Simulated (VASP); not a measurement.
# PbF2 (Fm-3m) in VASP: a series of runs, part 2 of 2

VASP 6.6.1. Earlier steps stand in the parts before.

### Step 5. Single point, PBE (volume changed by +3%)

Input file INCAR:

```
SYSTEM = PbF2
PREC = Accurate ; ENCUT = 520
EDIFF = 1E-7 ; ISMEAR = 0
SIGMA = 0.01 ; LREAL = .False.
LASPH = .True. ; NELM = 100
ALGO = Normal ; ISIF = 2
LWAVE = .False. ; LCHARG = .True.
GGA = PE ; LELF = .True.
LVHAR = .True. ; NBANDS = 21
```

Input file KPOINTS:

```
Automatic mesh
0
Gamma
  6 6 6
  0 0 0
```

Input file POSCAR:

```
PbF2
1.0
    0.0000000000      3.0300375242      3.0300375242
    3.0300375242      0.0000000000      3.0300375242
    3.0300375242      3.0300375242      0.0000000000
Pb F
1 2
Direct
    0.0000000000      0.0000000000      0.0000000000
    0.2500000000      0.2500000000      0.2500000000
    0.7500000000      0.7500000000      0.7500000000
```

Potentials or basis: VASP PAW PBE potentials, release 64 (Pb_d, F).

Started as:

```
> cat potpaw_PBE.64/Pb_d/POTCAR potpaw_PBE.64/F/POTCAR > POTCAR
> mpirun -np 1 vasp_std > vasp.out
```

OUTCAR:

```text
SYSTEM = PbF2
   PREC = Accurate
   ENCUT = 520
   EDIFF = 1E-7
   ISMEAR = 0
   LREAL = .False.
   LASPH = .True.
   NELM = 100
   ISIF = 2
   GGA = PE

 ion  position               nearest neighbor table
   1  0.000  0.000  0.000-   3 2.62   3 2.62   3 2.62   2 2.62   2 2.62   2 2.62   3 2.62   2 2.62

   2  0.250  0.250  0.250-   1 2.62   1 2.62   1 2.62   1 2.62
   3  0.750  0.750  0.750-   1 2.62   1 2.62   1 2.62   1 2.62

  LATTYP: Found a face centered cubic cell.
 ALAT       =     6.0600750484

  Lattice vectors:

 A1 = (   0.0000000000,   3.0300375242,   3.0300375242)
 A2 = (   3.0300375242,   0.0000000000,   3.0300375242)
 A3 = (   3.0300375242,   3.0300375242,   0.0000000000)

Analysis of symmetry for initial positions (statically):
=====================================================================
 Subroutine PRICEL returns:
 Original cell was already a primitive cell.

 Routine SETGRP: Setting up the symmetry group for a
 face centered cubic supercell.

 Subroutine GETGRP returns: Found 48 space group operations
 (whereof 48 operations were pure point group operations)
 out of a pool of 48 trial point group operations.

The static configuration has the point symmetry O_h .

Analysis of symmetry for dynamics (positions and initial velocities):
=====================================================================
 Subroutine PRICEL returns:
 Original cell was already a primitive cell.

 Routine SETGRP: Setting up the symmetry group for a
 face centered cubic supercell.

 Subroutine GETGRP returns: Found 48 space group operations
 (whereof 48 operations were pure point group operations)
 out of a pool of 48 trial point group operations.

The dynamic configuration has the point symmetry O_h .

 Subroutine INISYM returns: Found 48 space group operations
 (whereof 48 operations are pure point group operations),
 and found     1 'primitive' translations

----------------------------------------------------------------------------------------

                                     Primitive cell

  volume of cell :      55.6383

  direct lattice vectors                    reciprocal lattice vectors
     0.000000000  3.030037524  3.030037524    -0.165014458  0.165014458  0.165014458
     3.030037524  0.000000000  3.030037524     0.165014458 -0.165014458  0.165014458
     3.030037524  3.030037524  0.000000000     0.165014458  0.165014458 -0.165014458

  length of vectors
     4.285120161  4.285120161  4.285120161     0.285813425  0.285813425  0.285813425

  position of ions in fractional coordinates (direct lattice)
     0.000000000  0.000000000  0.000000000
     0.250000000  0.250000000  0.250000000
     0.750000000  0.750000000  0.750000000

  ion indices of the primitive-cell ions
   primitive index   ion index
                 1           1
                 2           2
                 3           3

----------------------------------------------------------------------------------------

 KPOINTS: Automatic mesh

Automatic generation of k-mesh.
 Grid dimensions read from file:
 generate k-points for:    6    6    6

 Generating k-lattice:

  Cartesian coordinates                     Fractional coordinates (reciprocal lattice)
    -0.027502410  0.027502410  0.027502410     0.166666667  0.000000000  0.000000000
     0.027502410 -0.027502410  0.027502410     0.000000000  0.166666667  0.000000000
     0.027502410  0.027502410 -0.027502410     0.000000000  0.000000000  0.166666667

  Length of vectors
     0.047635571  0.047635571  0.047635571

  Shift w.r.t. Gamma in fractional coordinates (k-lattice)
     0.000000000  0.000000000  0.000000000

 Subroutine IBZKPT returns following result:
 ===========================================

 Found     16 irreducible k-points:

 Following reciprocal coordinates:
            Coordinates               Weight
  0.000000  0.000000  0.000000      1.000000
  0.166667  0.000000  0.000000      8.000000
  0.333333  0.000000  0.000000      8.000000
  0.500000  0.000000  0.000000      4.000000
  0.166667  0.166667  0.000000      6.000000
  0.333333  0.166667  0.000000     24.000000
[... 8 lines left out ...]
 -0.333333  0.333333  0.166667     24.000000
 -0.333333  0.500000  0.166667     12.000000
   k-points           NKPTS =     16   k-points in BZ     NKDIM =     16   number of bands    NBANDS=     21
   number of dos      NEDOS =    301   number of ions     NIONS =      3
   total plane-waves  NPLWV =  32768
   dimension x,y,z NGX =    32 NGY =   32 NGZ =   32
   dimension x,y,z NGXF=    64 NGYF=   64 NGZF=   64
   ions per type =               1   2
   NGX,Y,Z   is equivalent  to a cutoff of  12.41, 12.41, 12.41 a.u.
   NGXF,Y,Z  is equivalent  to a cutoff of  24.83, 24.83, 24.83 a.u.
 SYSTEM =  PbF2
   PREC   = accura    normal or accurate (medium, high low for compatibility)
   ISTART =      0    job   : 0-new  1-cont  2-samecut
   ICHARG =      2    charge: 1-file 2-atom 10-const
   ISPIN  =      1    spin polarized calculation?
   LNONCOLLINEAR =      F non collinear calculations
   LSORBIT =      F    spin-orbit coupling
   LASPH  =      T    aspherical Exc in radial PAW
   ENCUT  =  520.0 eV  38.22 Ry    6.18 a.u.   7.97  7.97  7.97*2*pi/ulx,y,z
   NELM   =    100;   NELMIN=  2; NELMDL= -5     # of ELM steps
   EDIFF  = 0.1E-06   stopping-criterion for ELM
   LREAL  =      F    real-space projection
   EDIFFG = 0.1E-05   stopping-criterion for IOM
   NSW    =      0    number of steps for IOM
   IBRION =     -1    ionic relax: 0-MD 1-quasi-New 2-CG
   NFREE  =      0    steps in history (QN), initial steepest desc. (CG)
   ISIF   =      2    stress and relaxation
   ISYM   =      2    0-nonsym 1-usesym 2-fastsym
   POTIM  = 0.5000    time-step for ionic-motion
   TEBEG  =    0.0;   TEEND  =   0.0 temperature during run
   PSTRESS=    0.0 pullay stress
   NELECT =      28.0000    total number of electrons
   NUPDOWN=      -1.0000    fix difference up-down
   EMIN   =  10.00;   EMAX   =-10.00  energy-range for DOS
   EFERMI =   0.00;   METHOD = LEGACY
   ISMEAR =     0;   SIGMA  =   0.01  broadening in eV -4-tet -1-fermi 0-gaus
   EFERMI_NEDOS =   21; number of points for ismear=-14 and -15
   IALGO  =     38    algorithm
   IMIX   =      4    mixing-type and parameters
     AMIX     =   0.40;   BMIX     =  1.00
     AMIX_MAG =   1.60;   BMIX_MAG =  1.00
  volume/ion in A,a.u.               =      18.55       125.16
  Fermi-wavevector in a.u.,A,eV,Ry     =   1.302175  2.460755 23.070867  1.695661
  Thomas-Fermi vector in A             =   2.433261
   LORBIT       =      0    0 simple, 1 ext, 2 COOP (PROOUT), +10 PAW based schemes
   GGA     = PE    functional components
   LHFCALC =     F    Hartree Fock is set to
   AEXX    =    0.0000 exact exchange contribution
   IVDW    =     0    specifies the selected vdW correction
   LEPSILON=     F    determine dielectric tensor
   LRPA    =     F    only Hartree local field effects (RPA)
 non-spin polarized calculation
 Gauss-broadening in eV      SIGMA  =   0.01
  energy-cutoff  :      520.00
  volume of cell :       55.64
 maximum number of plane-waves:      1524
   NGX = 15   NGY = 15   NGZ = 15

 number of electron      28.0000028 magnetization

 Free energy of the ion-electron system (eV)
  ---------------------------------------------------
  ext. energy  EPLUGINS =         0.00000000
  ---------------------------------------------------
  free energy    TOTEN  =       -14.34226898 eV

  energy without entropy =      -14.34226898  energy(sigma->0) =      -14.34226898

 E-fermi :   1.2288     XC(G=0):  -9.0796

 val. band max:        1.1194691466   @ k =   0.5000   0.0000   0.0000
 cond. band min:       5.5226198397   @ k =   0.5000   0.5000   0.0000
 fundamental gap:      4.4031506930
 Fermi energy:         1.2287922230

 k-point     1 :       0.0000    0.0000    0.0000
  band No.  band energies     occupation
      1     -19.4760      2.00000
      2     -18.9640      2.00000
      3     -13.2778      2.00000
      4     -13.2778      2.00000
      5     -13.2778      2.00000
      6     -13.2457      2.00000
[... 13 lines left out ...]
     20      16.1054      0.00000
     21      18.1654      0.00000
[... 337 lines left out ...]
 k-point    16 :      -0.3333    0.5000    0.1667
  band No.  band energies     occupation
      1     -19.2253      2.00000
      2     -19.1793      2.00000
      3     -13.2636      2.00000
      4     -13.2344      2.00000
      5     -13.2131      2.00000
      6     -13.1871      2.00000
[... 13 lines left out ...]
     20      16.1561      0.00000
     21      17.6378      0.00000

------------------------ aborting loop because EDIFF is reached ----------------------------------------

  FORCE on cell =-STRESS in cart. coord.  units (eV):
  Direction    XX          YY          ZZ          XY          YZ          ZX
  --------------------------------------------------------------------------------------
  -------------------------------------------------------------------------------------
  Total       -0.7074824     -0.7074824     -0.7074824      0.0000000     -0.0000000      0.0000000
  in kB      -20.3728702    -20.3728702    -20.3728702      0.0000000     -0.0000000      0.0000000
  external PRESSURE =     -20.3728702 kB  Pullay stress =       0.0000000 kB

 VOLUME and BASIS-vectors are now :
 -----------------------------------------------------------------------------
  energy-cutoff  :      520.00
  volume of cell :       55.64
      direct lattice vectors                 reciprocal lattice vectors
     0.000000000  3.030037524  3.030037524    -0.165014458  0.165014458  0.165014458
     3.030037524  0.000000000  3.030037524     0.165014458 -0.165014458  0.165014458
     3.030037524  3.030037524  0.000000000     0.165014458  0.165014458 -0.165014458

 POSITION                                       TOTAL-FORCE (eV/Angst)
 -----------------------------------------------------------------------------------
      0.00000      0.00000      0.00000        -0.000000     -0.000000     -0.000000
      1.51502      1.51502      1.51502        -0.000000     -0.000000     -0.000000
      4.54506      4.54506      4.54506         0.000000      0.000000      0.000000
 -----------------------------------------------------------------------------------
    total drift:                                0.000000     -0.000000      0.000000

  FREE ENERGIE OF THE ION-ELECTRON SYSTEM (eV)
  ---------------------------------------------------
  free  energy   TOTEN  =       -14.3422689781 eV

  energy  without entropy=      -14.3422689781  energy(sigma->0) =      -14.34226898
```

OSZICAR:

```text
N       E                     dE             d eps       ncg     rms          rms(c)
DAV:   1     0.296298841223E+03    0.29630E+03   -0.14362E+04   672   0.147E+03
DAV:   2     0.117945406888E+02   -0.28450E+03   -0.26584E+03   718   0.425E+02
DAV:   3    -0.156289185867E+02   -0.27423E+02   -0.27071E+02   808   0.141E+02
DAV:   4    -0.163949450726E+02   -0.76603E+00   -0.76558E+00   767   0.248E+01
DAV:   5    -0.164215782700E+02   -0.26633E-01   -0.26631E-01   852   0.477E+00    0.814E+00
DAV:   6    -0.143627109591E+02    0.20589E+01   -0.94101E+00   921   0.231E+01    0.283E+00
DAV:   7    -0.143520958780E+02    0.10615E-01   -0.51007E-01   692   0.417E+00    0.162E+00
DAV:   8    -0.143443668040E+02    0.77291E-02   -0.11792E-01   692   0.355E+00    0.554E-01
DAV:   9    -0.143411000537E+02    0.32668E-02   -0.22978E-02   861   0.102E+00    0.114E-01
DAV:  10    -0.143423341328E+02   -0.12341E-02   -0.23944E-03   682   0.504E-01    0.463E-02
DAV:  11    -0.143422604585E+02    0.73674E-04   -0.23809E-04   829   0.155E-01    0.179E-02
DAV:  12    -0.143422699693E+02   -0.95107E-05   -0.83435E-05   770   0.848E-02    0.116E-02
DAV:  13    -0.143422690683E+02    0.90094E-06   -0.24193E-05   782   0.452E-02    0.450E-03
DAV:  14    -0.143422689411E+02    0.12721E-06   -0.18402E-06   805   0.925E-03    0.422E-04
DAV:  15    -0.143422689781E+02   -0.37027E-07   -0.38825E-08   591   0.155E-03
   1 F= -.14342269E+02 E0= -.14342269E+02  d E =-.130069E-55
```

Wall time 16 s (1 thread of Intel Xeon 6975P-C, shared host); peak memory 0.18 GiB.

What came out:

```yaml
Free_energy: -14.3423 eV
Pressure: -2.0 GPa
Band_gap_on_the_k_mesh: 4.40 eV, indirect (least direct gap 4.55 eV)
```

Caveat: spin-orbit coupling is left out, which moves the levels of the heavy elements. A k mesh can miss the band edges.

### Step 6. The runs side by side

| cell | gap on the mesh (eV) | pressure (GPa) |
| --- | --- | --- |
| a = 4.156 Å, angles 60.0°, 3 atoms | 4.44 | 4.6 |
| a = 4.200 Å, angles 60.0°, 3 atoms | 4.44 | 2.0 |
| a = 4.243 Å, angles 60.0°, 3 atoms | 4.43 | -0.2 |
| a = 4.285 Å, angles 60.0°, 3 atoms | 4.40 | -2.0 |

Alike in all rows: task single point; level PBE; potentials or basis VASP PAW PBE potentials, release 64 (Pb_d, F); no spin polarisation; k mesh 6 × 6 × 6; cutoff (eV) 520; smearing gaussian 0.01 eV.

Caveats: spin-orbit coupling is left out, which moves the levels of the heavy elements.

Absolute energies hang on the potentials; compare differences alone.
